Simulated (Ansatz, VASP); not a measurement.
## TiPd3: VASP beside Ansatz

Contents of INCAR:

```
PREC = Accurate ; ENCUT = 520
EDIFF = 1E-6 ; ISMEAR = -1
SIGMA = 0.05 ; LREAL = F
LASPH = T ; NELM = 100
ALGO = Normal ; ISIF = 2
LWAVE = F ; LCHARG = F
GGA = CA ; NBANDS = 29
```

Contents of KPOINTS:

```
Automatic mesh
0
Gamma
  11 11 11
```

POSCAR

```
TiPd3
1.0
    3.8702689226      0.0000000000      0.0000000000
    0.0000000000      3.8702689226      0.0000000000
    0.0000000000      0.0000000000      3.8702689226
Ti Pd
1 3
Direct
    0.0000000000      0.0000000000      0.0000000000
    0.0000000000      0.5000000000      0.5000000000
    0.5000000000      0.0000000000      0.5000000000
    0.5000000000      0.5000000000      0.0000000000
```

Input for Ansatz:

```yaml
crystal:
  lattice:
    - [3.8702689226, 0.0, 0.0]
    - [0.0, 3.8702689226, 0.0]
    - [0.0, 0.0, 3.8702689226]
  atoms:
    - { symbol: Ti, position: [0.0, 0.0, 0.0] }
    - { symbol: Pd, position: [0.0, 0.5, 0.5] }
    - { symbol: Pd, position: [0.5, 0.0, 0.5] }
    - { symbol: Pd, position: [0.5, 0.5, 0.0] }
kpoints:
  mp_grid: { grid: [11, 11, 11] }
  band_path:
    path:
      - [0.0, 0.0, 0.0]
      - [0.0, 0.5, 0.0]
      - [0.5, 0.5, 0.0]
      - [0.0, 0.0, 0.0]
      - [0.5, 0.5, 0.5]
      - [0.0, 0.5, 0.0]
      - [0.5, 0.5, 0.5]
      - [0.5, 0.5, 0.0]
    npoints: 5
scf:
  occupations: { method: fermi_dirac, width: 0.05 }
hamiltonian:
  xc: lda
  pseudopotentials: { kind: all_electron, lapw: { basis_error: 0.001 } }
output:
  forces: true
  stress: true
  eigenvalues: true
```

Change from the starting cell: volume scaled by 1.04.

Alike in both runs: task single point; functional LDA; k mesh 11 × 11 × 11; occupations fermi-dirac, width 0.05 eV; no spin polarisation.

```csv
,VASP,Ansatz
version,VASP 6.6.1,Ansatz 0.2.0
potentials or method,"VASP PAW LDA potentials, release 64 (Ti_sv, Pd), cutoff 520 eV","all-electron LAPW, scalar-relativistic"
```

|  | VASP | Ansatz | Ansatz less VASP |
| --- | --- | --- | --- |
| pressure (GPa) | -5.8 | -6.2 | -0.36 |

LDA's correlation is that of Perdew and Zunger in VASP and of Perdew and Wang (1992) in Ansatz. Ansatz ran all-electron here, and VASP with PAW potentials.
